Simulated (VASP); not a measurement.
# V3Si (vib) (Pm-3n) in VASP: further runs

V3Si (vib) is run at these levels: LDA; tasks: single point, relaxation of cell and atoms.

Everything below comes from runs of VASP 6.6.1. Logs are shortened: lines on timing, memory, paths and dates and some standing lists are left out, and cuts for length are marked.

### Step 1. The cell of the first run

The structure is cubic, space group Pm-3n (No. 223). The conventional cell has a = 4.605 Å, b = 4.605 Å, c = 4.605 Å, α = 90.00°, β = 90.00°, γ = 90.00°. Within 3.0 Å of V (site symmetry -4m2) lie 10 V at 2.30 to 2.82 Å and 4 Si at 2.57 Å. Within 3.4 Å of Si (site symmetry m-3) lie 12 V at 2.57 Å.

### Step 2. Single point, LDA

File INCAR:

```
PREC = Accurate
ENCUT = 500
EDIFF = 1E-6
ISMEAR = 0
SIGMA = 0.1
LREAL = F
LASPH = T
NELM = 120
ALGO = Normal
ISIF = 2
LWAVE = F
LCHARG = T
LELF = T
LVHAR = T
NBANDS = 53
GGA_COMPAT = F
```

File KPOINTS:

```
regular mesh
0
Gamma
  6 6 6
```

File POSCAR:

```
V3Si
1.0
    4.6053774810      0.0000000000      0.0000000000
    0.0000000000      4.6053774810      0.0000000000
    0.0000000000      0.0000000000      4.6053774810
V Si
6 2
Direct
    0.2500000000      0.0000000000      0.5000000000
    0.7500000000      0.0000000000      0.5000000000
    0.0000000000      0.5000000000      0.2500000000
    0.0000000000      0.5000000000      0.7500000000
    0.5000000000      0.7500000000      0.0000000000
    0.5000000000      0.2500000000      0.0000000000
    0.0000000000      0.0000000000      0.0000000000
    0.5000000000      0.5000000000      0.5000000000
```

Potentials or basis: VASP PAW LDA potentials, release 64 (V_sv, Si).

On the command line:

```bash
$ cat potpaw_LDA.64/V_sv/POTCAR potpaw_LDA.64/Si/POTCAR > POTCAR
$ mpirun -np 1 vasp_std > vasp.out
```

OUTCAR:

```text
PREC = Accurate
   ENCUT = 500
   EDIFF = 1E-6
   ISMEAR = 0
   LREAL = F
   LASPH = T
   NELM = 120
   ISIF = 2

 ion  position               nearest neighbor table
   1  0.250  0.000  0.500-   2 2.30   2 2.30   8 2.57   7 2.57   8 2.57   7 2.57   4 2.82   5 2.82
                             6 2.82   5 2.82   3 2.82   4 2.82   6 2.82   3 2.82
   2  0.750  0.000  0.500-   1 2.30   1 2.30   8 2.57   7 2.57   8 2.57   7 2.57   4 2.82   5 2.82
                             6 2.82   5 2.82   3 2.82   4 2.82   6 2.82   3 2.82
   3  0.000  0.500  0.250-   4 2.30   4 2.30   8 2.57   7 2.57   7 2.57   8 2.57   1 2.82   5 2.82
                             1 2.82   2 2.82   6 2.82   5 2.82   6 2.82   2 2.82
   4  0.000  0.500  0.750-   3 2.30   3 2.30   8 2.57   7 2.57   7 2.57   8 2.57   1 2.82   5 2.82
                             1 2.82   2 2.82   6 2.82   5 2.82   6 2.82   2 2.82
   5  0.500  0.750  0.000-   6 2.30   6 2.30   8 2.57   8 2.57   7 2.57   7 2.57   3 2.82   1 2.82
                             2 2.82   4 2.82   1 2.82   3 2.82   4 2.82   2 2.82
   6  0.500  0.250  0.000-   5 2.30   5 2.30   8 2.57   8 2.57   7 2.57   7 2.57   3 2.82   1 2.82
                             2 2.82   4 2.82   1 2.82   3 2.82   4 2.82   2 2.82
   7  0.000  0.000  0.000-   1 2.57   2 2.57   3 2.57   4 2.57   5 2.57   6 2.57   1 2.57   2 2.57
                             3 2.57   4 2.57   5 2.57   6 2.57
   8  0.500  0.500  0.500-   1 2.57   2 2.57   3 2.57   4 2.57   5 2.57   6 2.57   5 2.57   6 2.57
                             1 2.57   2 2.57   3 2.57   4 2.57

  LATTYP: Found a simple cubic cell.
 ALAT       =     4.6053774810

  Lattice vectors:

 A1 = (   4.6053774810,   0.0000000000,   0.0000000000)
 A2 = (   0.0000000000,   4.6053774810,   0.0000000000)
 A3 = (   0.0000000000,   0.0000000000,   4.6053774810)

Analysis of symmetry for initial positions (statically):
=====================================================================
 Subroutine PRICEL returns:
 Original cell was already a primitive cell.

 Routine SETGRP: Setting up the symmetry group for a
 simple cubic supercell.

 Subroutine GETGRP returns: Found 48 space group operations
 (whereof 24 operations were pure point group operations)
 out of a pool of 48 trial point group operations.

The static configuration has the point symmetry T_h .
 The point group associated with its full space group is O_h .

Analysis of symmetry for dynamics (positions and initial velocities):
=====================================================================
 Subroutine PRICEL returns:
 Original cell was already a primitive cell.

 Routine SETGRP: Setting up the symmetry group for a
 simple cubic supercell.

 Subroutine GETGRP returns: Found 48 space group operations
[... 121 lines left out ...]
   PSTRESS=    0.0 pullay stress
   NELECT =      86.0000    total number of electrons
   NUPDOWN=      -1.0000    fix difference up-down
   EMIN   =  10.00;   EMAX   =-10.00  energy-range for DOS
   EFERMI =   0.00;   METHOD = LEGACY
   ISMEAR =     0;   SIGMA  =   0.10  broadening in eV -4-tet -1-fermi 0-gaus
   EFERMI_NEDOS =   21; number of points for ismear=-14 and -15
   IALGO  =     38    algorithm
   IMIX   =      4    mixing-type and parameters
     AMIX     =   0.40;   BMIX     =  1.00
     AMIX_MAG =   1.60;   BMIX_MAG =  1.00
  volume/ion in A,a.u.               =      12.21        82.40
  Fermi-wavevector in a.u.,A,eV,Ry     =   1.569070  2.965113 33.497295  2.461982
  Thomas-Fermi vector in A             =   2.671007
   LORBIT       =      0    0 simple, 1 ext, 2 COOP (PROOUT), +10 PAW based schemes
   GGA     = CA    functional components
   LHFCALC =     F    Hartree Fock is set to
   AEXX    =    0.0000 exact exchange contribution
   IVDW    =     0    specifies the selected vdW correction
   LEPSILON=     F    determine dielectric tensor
   LRPA    =     F    only Hartree local field effects (RPA)
 non-spin polarized calculation
 Gauss-broadening in eV      SIGMA  =   0.10
  energy-cutoff  :      500.00
  volume of cell :       97.68
 maximum number of plane-waves:      2517
 NGX is ok and might be reduce to    36
   NGX = 17   NGY = 17   NGZ = 17

 number of electron      85.9999971 magnetization

 Free energy of the ion-electron system (eV)
  ---------------------------------------------------
  ext. energy  EPLUGINS =         0.00000000
  ---------------------------------------------------
  free energy    TOTEN  =       -75.74402239 eV

  energy without entropy =      -75.66765155  energy(sigma->0) =      -75.70583697

 E-fermi :  10.9411     XC(G=0): -13.3125

 val. band max:       10.9330510755   @ k =   0.5000   0.3333   0.0000
 cond. band min:      10.9414896674   @ k =   0.3333   0.3333   0.1667
 fundamental gap:      0.0084385919
 Fermi energy:        10.9411361765

 k-point     1 :       0.0000    0.0000    0.0000
  band No.  band energies     occupation
      1     -52.0086      2.00000
      2     -51.9022      2.00000
      3     -51.9022      2.00000
      4     -51.6262      2.00000
      5     -51.6262      2.00000
      6     -51.6262      2.00000
[... 1109 lines left out ...]
     52      13.1554      0.00000
     53      13.1554      0.00000

------------------------ aborting loop because EDIFF is reached ----------------------------------------

  FORCE on cell =-STRESS in cart. coord.  units (eV):
  Direction    XX          YY          ZZ          XY          YZ          ZX
  --------------------------------------------------------------------------------------
  -------------------------------------------------------------------------------------
  Total        0.3328085      0.3328085      0.3328085     -0.0000000      0.0000000      0.0000000
  in kB        5.4589527      5.4589527      5.4589527     -0.0000000      0.0000000      0.0000000
  external PRESSURE =       5.4589527 kB  Pullay stress =       0.0000000 kB

 VOLUME and BASIS-vectors are now :
 -----------------------------------------------------------------------------
  energy-cutoff  :      500.00
  volume of cell :       97.68
      direct lattice vectors                 reciprocal lattice vectors
     4.605377481  0.000000000  0.000000000     0.217137467  0.000000000  0.000000000
     0.000000000  4.605377481  0.000000000     0.000000000  0.217137467  0.000000000
     0.000000000  0.000000000  4.605377481     0.000000000  0.000000000  0.217137467

 POSITION                                       TOTAL-FORCE (eV/Angst)
 -----------------------------------------------------------------------------------
      1.15134      0.00000      2.30269         0.000000     -0.000000     -0.000000
      3.45403      0.00000      2.30269        -0.000000      0.000000      0.000000
      0.00000      2.30269      1.15134        -0.000000     -0.000000      0.000000
      0.00000      2.30269      3.45403         0.000000      0.000000      0.000000
      2.30269      3.45403      0.00000        -0.000000      0.000000     -0.000000
      2.30269      1.15134      0.00000         0.000000     -0.000000      0.000000
      0.00000      0.00000      0.00000         0.000000     -0.000000      0.000000
      2.30269      2.30269      2.30269         0.000000     -0.000000      0.000000
 -----------------------------------------------------------------------------------
    total drift:                                0.000000      0.000000     -0.000000

  FREE ENERGIE OF THE ION-ELECTRON SYSTEM (eV)
  ---------------------------------------------------
  free  energy   TOTEN  =       -75.7440223881 eV

  energy  without entropy=      -75.6676515534  energy(sigma->0) =      -75.70583697
```

OSZICAR:

```text
N       E                     dE             d eps       ncg     rms          rms(c)
DAV:   1     0.134695302937E+04    0.13470E+04   -0.48514E+04  2128   0.180E+03
DAV:   2    -0.173256559188E+00   -0.13471E+04   -0.13227E+04  2120   0.624E+02
DAV:   3    -0.827599343196E+02   -0.82587E+02   -0.80064E+02  2780   0.167E+02
DAV:   4    -0.851291123834E+02   -0.23692E+01   -0.23473E+01  2664   0.271E+01
DAV:   5    -0.851699765345E+02   -0.40864E-01   -0.40772E-01  2587   0.378E+00    0.556E+01
DAV:   6    -0.762216428153E+02    0.89483E+01   -0.69820E+01  2472   0.488E+01    0.740E+00
DAV:   7    -0.758463323773E+02    0.37531E+00   -0.31000E+00  2460   0.112E+01    0.726E+00
DAV:   8    -0.757490618884E+02    0.97270E-01   -0.35802E-01  2506   0.213E+00    0.636E-01
DAV:   9    -0.757449313790E+02    0.41305E-02   -0.17513E-02  2644   0.544E-01    0.482E-01
DAV:  10    -0.757440205749E+02    0.91080E-03   -0.28202E-03  2586   0.332E-01    0.152E-01
DAV:  11    -0.757440241499E+02   -0.35749E-05   -0.18546E-04  2814   0.734E-02    0.404E-02
DAV:  12    -0.757440222516E+02    0.18983E-05   -0.79767E-06  2553   0.214E-02    0.186E-02
DAV:  13    -0.757440223881E+02   -0.13650E-06   -0.98098E-07  1577   0.484E-03
   1 F= -.75744022E+02 E0= -.75705837E+02  d E =-.763708E-01
```

stdout:

```text
POSCAR found type information on POSCAR V Si
 POSCAR found :  2 types and       8 ions
 scaLAPACK will be used
 LDA part: xc-table for (Slater(with rela. corr.)+CA(PZ))
 , standard interpolation
 POSCAR, INCAR and KPOINTS ok, starting setup
 FFT: planning ... GRIDC
 FFT: planning ... GRID_SOFT
 FFT: planning ... GRID
 WAVECAR not read
 entering main loop
```

Run time: 63 s. Hardware: 1 thread of Intel Xeon Platinum 8488C (Sapphire Rapids), shared host; peak memory 0.2 GiB.

What came out:

* Free energy: -75.7440 eV
* Pressure: 0.5 GPa
* Band gap on the k mesh: zero (band 43 reaches 11.35 eV, above the bottom of band 44 at 10.56 eV)

### Step 3. Relaxation of cell and atoms, LDA

File INCAR:

```
PREC = Accurate
ENCUT = 500
EDIFF = 1E-7
ISMEAR = 0
SIGMA = 0.1
LREAL = False
LASPH = True
NELM = 120
ALGO = Normal
ISIF = 3
LWAVE = False
LCHARG = False
GGA = CA
IBRION = 2
NSW = 100
EDIFFG = -0.002
GGA_COMPAT = False
NELMIN = 4
```

KPOINTS is that of step 2.

POSCAR, as its differences from that of step 2:

```diff
@@ -2,5 +2,5 @@
 1.0
-    4.6053774810      0.0000000000      0.0000000000
-    0.0000000000      4.6053774810      0.0000000000
-    0.0000000000      0.0000000000      4.6053774810
+    4.6025694515      0.0000000000      0.0000000000
+    0.0000000000      4.6025694515      0.0000000000
+    0.0000000000      0.0000000000      4.6025694515
 V Si
```

Potentials or basis: VASP PAW LDA potentials, release 64 (V_sv, Si).

On the command line:

```bash
$ cat potpaw_LDA.64/V_sv/POTCAR potpaw_LDA.64/Si/POTCAR > POTCAR
$ mpirun -np 1 vasp_std > vasp.out
```

It took 2.4 min on 1 thread of Intel Xeon Platinum 8488C (Sapphire Rapids), shared host; peak memory 0.21 GiB.

Results (log left out):

| Property | Result |
| --- | --- |
| Free energy | -75.7442 eV |
| Relaxed volume | 12.24 Å³/atom |
| Relaxed cell | a = 4.609 Å, b = 4.609 Å, c = 4.609 Å, α = 90.00°, β = 90.00°, γ = 90.00° |
| Space group after relaxing (to 0.05 Å) | Pm-3n (No. 223) |
| Energy gained by relaxing | 0.2 meV/atom |
| Ionic steps | 3 |
| Pressure after relaxing | 0.0 GPa |
| Band gap on the k mesh | zero (band 43 reaches 11.31 eV, above the bottom of band 44 at 10.52 eV) |

The path:
| step | energy change (eV) | largest force (eV/Å) | pressure (GPa) | volume (Å³) |
| --- | --- | --- | --- | --- |
| 1 | 0.0000 | 0.0000 | 0.95 | 97.50 |
| 2 | 0.0013 | 0.0000 | -1.37 | 98.53 |
| 3 | -0.0013 | 0.0000 | -0.01 | 97.92 |

Final structure:
```
V Si
1.0
     4.60921    0.00000    0.00000
     0.00000    4.60921    0.00000
     0.00000    0.00000    4.60921
V Si
6 2
Direct
  0.25000 0.00000 0.50000
  0.75000 0.00000 0.50000
  0.00000 0.50000 0.25000
  0.00000 0.50000 0.75000
  0.50000 0.75000 0.00000
  0.50000 0.25000 0.00000
  0.00000 0.00000 0.00000
  0.50000 0.50000 0.50000
```

Levels at points of the mesh, in eV from the Fermi level:
| k point | band 41 | band 42 | band 43 | band 44 | band 45 | band 46 |
| --- | --- | --- | --- | --- | --- | --- |
| (0.00, 0.00, 0.00) | -0.63 | -0.63 | -0.01 | -0.01 | 2.13 | 2.13 |
| (0.50, 0.00, 0.00) | -0.74 | -0.74 | -0.39 | -0.39 | 1.35 | 1.35 |
| (0.50, 0.50, 0.00) | 0.13 | 0.41 | 0.41 | 0.43 | 0.43 | 0.47 |
| (0.50, 0.50, 0.50) | -0.12 | -0.12 | 0.10 | 0.10 | 0.10 | 0.10 |

### Step 4. Single point, LDA

This run uses another cell than the first one, of 12.24 Å³/atom, 1.002 times its volume.

File INCAR:

```
ALGO = Normal
EDIFF = 1E-6
ENCUT = 500
GGA = CA
GGA_COMPAT = False
ISIF = 2
ISMEAR = -1
LASPH = True
LCHARG = False
LREAL = False
LWAVE = False
NBANDS = 53
NELM = 120
PREC = Accurate
SIGMA = 0.15
```

File KPOINTS:

```
k-points
0
Gamma
  6 6 6
```

POSCAR, as its differences from that of step 3:

```diff
@@ -2,5 +2,5 @@
 1.0
-    4.6025694515      0.0000000000      0.0000000000
-    0.0000000000      4.6025694515      0.0000000000
-    0.0000000000      0.0000000000      4.6025694515
+    4.6087629000      0.0000000000      0.0000000000
+    0.0000000000      4.6087629000      0.0000000000
+    0.0000000000      0.0000000000      4.6087629000
 V Si
```

Potentials or basis: VASP PAW LDA potentials, release 64 (V_sv, Si).

On the command line:

```bash
$ cat potpaw_LDA.64/V_sv/POTCAR potpaw_LDA.64/Si/POTCAR > POTCAR
$ mpirun -np 1 vasp_std > vasp.out
```

OUTCAR:

```text
EDIFF = 1E-6
   ENCUT = 500
   GGA = CA
   ISIF = 2
   ISMEAR = -1
   LASPH = True
   LREAL = False
   NELM = 120
   PREC = Accurate

 ion  position               nearest neighbor table
   1  0.250  0.000  0.500-   2 2.30   2 2.30   8 2.58   7 2.58   8 2.58   7 2.58   6 2.82   5 2.82
                             6 2.82   5 2.82   3 2.82   4 2.82   4 2.82   3 2.82
   2  0.750  0.000  0.500-   1 2.30   1 2.30   8 2.58   7 2.58   8 2.58   7 2.58   6 2.82   5 2.82
                             6 2.82   5 2.82   3 2.82   4 2.82   4 2.82   3 2.82
   3  0.000  0.500  0.250-   4 2.30   4 2.30   8 2.58   7 2.58   7 2.58   8 2.58   1 2.82   5 2.82
                             1 2.82   2 2.82   6 2.82   5 2.82   6 2.82   2 2.82
[... 1337 lines left out ...]
  in kB        5.5658636      5.5658636      5.5658636     -0.0000000      0.0000000      0.0000000
  external PRESSURE =       5.5658636 kB  Pullay stress =       0.0000000 kB

 VOLUME and BASIS-vectors are now :
 -----------------------------------------------------------------------------
  energy-cutoff  :      500.00
  volume of cell :       97.89
      direct lattice vectors                 reciprocal lattice vectors
     4.608762900  0.000000000  0.000000000     0.216977966  0.000000000  0.000000000
     0.000000000  4.608762900  0.000000000     0.000000000  0.216977966  0.000000000
     0.000000000  0.000000000  4.608762900     0.000000000  0.000000000  0.216977966

 POSITION                                       TOTAL-FORCE (eV/Angst)
 -----------------------------------------------------------------------------------
      1.15219      0.00000      2.30438         0.000000     -0.000000      0.000000
      3.45657      0.00000      2.30438        -0.000000     -0.000000     -0.000000
      0.00000      2.30438      1.15219        -0.000000      0.000000      0.000000
      0.00000      2.30438      3.45657         0.000000      0.000000      0.000000
      2.30438      3.45657      0.00000        -0.000000     -0.000000     -0.000000
      2.30438      1.15219      0.00000        -0.000000      0.000000      0.000000
      0.00000      0.00000      0.00000         0.000000      0.000000      0.000000
      2.30438      2.30438      2.30438         0.000000      0.000000      0.000000
 -----------------------------------------------------------------------------------
    total drift:                                0.000000      0.000000     -0.000000

  FREE ENERGIE OF THE ION-ELECTRON SYSTEM (eV)
  ---------------------------------------------------
  free  energy   TOTEN  =       -76.1122195241 eV

  energy  without entropy=      -75.4394859075  energy(sigma->0) =      -75.77585272
```

It took 69 s on 1 thread of Intel Xeon Platinum 8488C (Sapphire Rapids), shared host; peak memory 0.21 GiB.

What came out:

```
Free energy            : -76.1122 eV
Pressure               : 0.6 GPa
Band gap on the k mesh : zero (band 43 reaches 11.34 eV, above the bottom of band 44 at 10.54 eV)
```

### Step 5. Relaxation of cell and atoms, LDA

File INCAR:

```
SYSTEM = V3Si
  PREC = Accurate
  ENCUT = 500
  EDIFF = 1E-7
  ISMEAR = -1
  SIGMA = 0.15
  LREAL = .False.
  LASPH = .True.
  NELM = 120
  ALGO = Normal
  ISIF = 3
  LWAVE = .False.
  LCHARG = .False.
  IBRION = 2
  NSW = 80
  EDIFFG = -0.001
  GGA_COMPAT = .False.
  NELMIN = 4
```

File KPOINTS:

```
Automatic mesh
0
Gamma
  6 6 6
  0 0 0
```

POSCAR, as its differences from that of step 4:

```diff
@@ -2,5 +2,5 @@
 1.0
-    4.6087629000      0.0000000000      0.0000000000
-    0.0000000000      4.6087629000      0.0000000000
-    0.0000000000      0.0000000000      4.6087629000
+    4.6053774810      0.0000000000      0.0000000000
+    0.0000000000      4.6053774810      0.0000000000
+    0.0000000000      0.0000000000      4.6053774810
 V Si
```

On the command line:

```bash
$ cat potpaw_LDA.64/V_sv/POTCAR potpaw_LDA.64/Si/POTCAR > POTCAR
$ mpirun -np 1 vasp_std > vasp.out
```

It took 2.6 min on 1 thread of Intel Xeon Platinum 8488C (Sapphire Rapids), shared host; peak memory 0.21 GiB.

The run converged. Its results:

| Property | Result |
| --- | --- |
| Free energy | -76.1124 eV |
| Relaxed volume | 12.27 Å³/atom |
| Relaxed cell | a = 4.613 Å, b = 4.613 Å, c = 4.613 Å, α = 90.00°, β = 90.00°, γ = 90.00° |
| Space group after relaxing (to 0.05 Å) | Pm-3n (No. 223) |
| Energy gained by relaxing | 0.2 meV/atom |
| Ionic steps | 3 |
| Pressure after relaxing | 0.0 GPa |
| Band gap on the k mesh | zero (band 43 reaches 11.30 eV, above the bottom of band 44 at 10.50 eV) |

The path:
| step | energy change (eV) | largest force (eV/Å) | pressure (GPa) | volume (Å³) |
| --- | --- | --- | --- | --- |
| 1 | 0.0000 | 0.0000 | 1.04 | 97.68 |
| 2 | 0.0016 | 0.0000 | -1.49 | 98.80 |
| 3 | -0.0015 | 0.0000 | -0.01 | 98.14 |

Final structure:
```xyz
8
Lattice="4.6126 0.0000 0.0000 0.0000 4.6126 0.0000 0.0000 0.0000 4.6126" Properties=species:S:1:pos:R:3 pbc="T T T"
V     1.1532    0.0000    2.3063
V     3.4595    0.0000    2.3063
V     0.0000    2.3063    1.1532
V     0.0000    2.3063    3.4595
V     2.3063    3.4595    0.0000
V     2.3063    1.1532    0.0000
Si    0.0000    0.0000    0.0000
Si    2.3063    2.3063    2.3063
```

Levels at points of the mesh, in eV from the Fermi level:
```
           k point  band 42  band 43  band 44  band 45  band 46  band 47
(0.00, 0.00, 0.00)    -0.69    -0.07    -0.07     2.07     2.07     2.07
(0.50, 0.00, 0.00)    -0.80    -0.44    -0.44     1.30     1.30     1.91
(0.50, 0.50, 0.00)     0.36     0.36     0.37     0.37     0.41     0.66
(0.50, 0.50, 0.50)    -0.17     0.05     0.05     0.05     0.05     0.05
```

### Step 6. Overview

```tsv
task	cell	smearing	gap on the mesh (eV)	pressure (GPa)	relaxed volume (Å³/atom)
single point	a = 4.605 Å, 8 atoms	gaussian 0.1 eV	none	0.5	-
relaxation of cell and atoms	relaxed from a = 4.603 Å, 8 atoms	gaussian 0.1 eV	none	0.0	12.24
single point	a = 4.609 Å, 8 atoms	fermi-dirac 0.15 eV	none	0.6	-
relaxation of cell and atoms	relaxed from a = 4.605 Å, 8 atoms	fermi-dirac 0.15 eV	none	0.0	12.27
```

Alike in all rows: level LDA; potentials or basis VASP PAW LDA potentials, release 64 (V_sv, Si); no spin polarisation; k mesh 6 × 6 × 6; cutoff (eV) 500.

Absolute energies hang on the potentials; compare differences alone.
